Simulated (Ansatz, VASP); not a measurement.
## KCl in VASP and in Ansatz

The input INCAR:

```
ALGO = Normal ; EDIFF = 1E-6
ENCUT = 520 ; GGA = CA
ISIF = 2 ; ISMEAR = -1
LASPH = T ; LCHARG = F
LREAL = F ; LWAVE = F
NBANDS = 15 ; NELM = 80
PREC = Accurate ; SIGMA = 0.05
```

The input KPOINTS:

```
k-points
0
Gamma
  7 7 7
```

Contents of POSCAR:

```
KCl
1.0
    3.7608230702      0.0000000000      0.0000000000
    0.0000000000      3.7608230702      0.0000000000
    0.0000000000      0.0000000000      3.7608230702
K Cl
1 1
Direct
    0.0000000000      0.0000000000      0.0000000000
    0.5000000000      0.5000000000      0.5000000000
```

The input input.yaml:

```yaml
crystal:
  lattice:
    - [3.7608230702, 0.0, 0.0]
    - [0.0, 3.7608230702, 0.0]
    - [0.0, 0.0, 3.7608230702]
  atoms:
    - { symbol: K, position: [0.0, 0.0, 0.0] }
    - { symbol: Cl, position: [0.5, 0.5, 0.5] }
kpoints:
  mp_grid: { grid: [7, 7, 7] }
scf:
  occupations: { method: fermi_dirac, width: 0.05 }
hamiltonian:
  xc: lda
  pseudopotentials: { kind: all_electron, lapw: { basis_error: 0.001 } }
output:
  forces: true
  stress: true
  eigenvalues: true
```

Change from the starting cell: volume scaled by 0.94.

Alike in both runs: task single point; functional LDA; k mesh 7 × 7 × 7; occupations fermi-dirac, width 0.05 eV; no spin polarisation.

|  | VASP | Ansatz |
| --- | --- | --- |
| version | VASP 6.6.1 | Ansatz 0.2.0 |
| potentials or method | VASP PAW LDA potentials, release 64 (K_sv, Cl), cutoff 520 eV | all-electron LAPW, scalar-relativistic |

|  | VASP | Ansatz | Ansatz less VASP |
| --- | --- | --- | --- |
| gap on the k mesh at the Fermi level (eV) | 4.66 | 4.65 | -0.006 |
| least direct gap on the mesh (eV) | 4.85 | 4.85 | -0.006 |
| pressure (GPa) | -2.2 | -2.3 | -0.04 |

LDA's correlation is that of Perdew and Zunger in VASP and of Perdew and Wang (1992) in Ansatz. Ansatz ran all-electron here, and VASP with PAW potentials.
